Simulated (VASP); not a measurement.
A run of VASP 6.6.1:

File INCAR:

```
SYSTEM = BeTe
PREC = Accurate
ENCUT = 600
EDIFF = 1E-6
ISMEAR = 0
SIGMA = 0.01
LREAL = .False.
LASPH = .True.
NELM = 120
ALGO = Normal
ISIF = 2
LWAVE = .False.
LCHARG = .False.
GGA = PE
NBANDS = 11
GGA_COMPAT = .False.
```

The input KPOINTS:

```
Automatic mesh
0
Gamma
  4 4 4
  0 0 0
```

POSCAR

```
BeTe
1.0
    0.0000000000      2.8314587876      2.8314587876
    2.8314587876      0.0000000000      2.8314587876
    2.8314587876      2.8314587876      0.0000000000
Be Te
1 1
Direct
    0.0000000000      0.0000000000      0.0000000000
    0.7500000000      0.7500000000      0.7500000000
```

Potentials or basis: VASP PAW PBE potentials, release 64 (Be, Te).

The run is started by

```console
$ cat potpaw_PBE.64/Be/POTCAR potpaw_PBE.64/Te/POTCAR > POTCAR
$ mpirun -np 1 vasp_std > vasp.out
```

Hardware: 1 thread of Intel(R) Xeon(R) Platinum 8375C CPU @ 2.90GHz (Ice Lake), with other jobs on the host.

**Question.** How long does it take, and how much memory?

**Answer.** Run time: 5 s on 1 thread of Intel(R) Xeon(R) Platinum 8375C CPU @ 2.90GHz (Ice Lake), on a shared host, peak memory 0.17 GiB. Counts: scf iterations 13, k points 8.
